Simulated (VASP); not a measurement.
Wanted: the native input for a VASP 6.6.1 run.

```
Task                   : single point
Functional             : PBE
Potentials or basis    : VASP PAW PBE potentials, release 64 (Ta_pv, N)
Cutoff                 : 520 eV
k mesh                 : 8 × 8 × 8
Occupations            : methfessel-paxton, width 0.1 eV
Spin                   : no spin polarisation
Dipole correction      : no
Further INCAR settings : ALGO = Normal; EDIFF = 1e-06; NBANDS = 15
```

The structure of TaN lies in POSCAR:

```
TaN
1.0
   -0.0377900000      2.1627500000      2.1807500000
    2.0505100000     -0.0117600000      2.1547200000
    2.0816900000      2.1679100000     -0.0429500000
Ta N
1 1
Direct
    0.4307400000      0.4978200000      0.5115900000
    0.0127400000      0.9279800000      0.0779100000
```

The input as run:

INCAR

```
ALGO = Normal ; EDIFF = 1E-6
ENCUT = 520 ; GGA = PE
ISIF = 2 ; ISMEAR = 1
LASPH = T ; LCHARG = F
LREAL = F ; LWAVE = F
NBANDS = 15 ; NELM = 100
PREC = Accurate ; SIGMA = 0.1
```

KPOINTS

```
k-points
0
Gamma
  8 8 8
```

Potentials or basis: VASP PAW PBE potentials, release 64 (Ta_pv, N).

Command:

```bash
$ cat potpaw_PBE.64/Ta_pv/POTCAR potpaw_PBE.64/N/POTCAR > POTCAR
$ mpirun -np 1 vasp_std > vasp.out
```

Results of the run:

```json
{
 "Pressure": "57.7 GPa",
 "Largest force": "5.139 eV/Å",
 "Band gap on the k mesh": "zero (bands 8 and 9 overlap by 3.32 eV)"
}
```

Caveat: the stress differs along the axes, from 22 to 94 GPa; spin-orbit coupling is left out, which moves the levels of the heavy elements; forces of over 1 eV/Å act on the atoms, so gaps and moduli don't describe the material at rest.

Wall time 76 s on 1 thread of Intel Xeon 8259CL, on a shared host, peak memory 0.2 GiB.
